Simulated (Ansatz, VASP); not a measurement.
# ZrC: VASP beside Ansatz

```
CELL_PARAMETERS angstrom
2.92243 0.00000 0.00000
0.00000 2.92243 0.00000
0.00000 0.00000 2.92243
ATOMIC_POSITIONS crystal
Zr 0.00000 0.00000 0.00000
C 0.50000 0.50000 0.50000
```

Alike in both runs: functional PBE; k mesh 14 × 14 × 14; occupations fermi-dirac, width 0.1 eV; no spin polarisation.

Ansatz relaxed the structure, and its values are those at the end. VASP's run is a single point on that final structure, the one shown.

|  | VASP | Ansatz |
| --- | --- | --- |
| version | VASP 6.6.1 | Ansatz 0.2.0 |
| potentials or method | VASP PAW PBE potentials, release 64 (Zr_sv, C) | PAW with Ansatz's default frozen-core files, scalar-relativistic |
| plane-wave cutoff (eV) | 520 | 420 |
| valence electrons in the cell | 16 | 16 |

```csv
,VASP,Ansatz,Ansatz less VASP
pressure (GPa),0.2,0.0,-0.18
```

With one functional, cell and mesh, what is left measures potentials, basis and numerics.
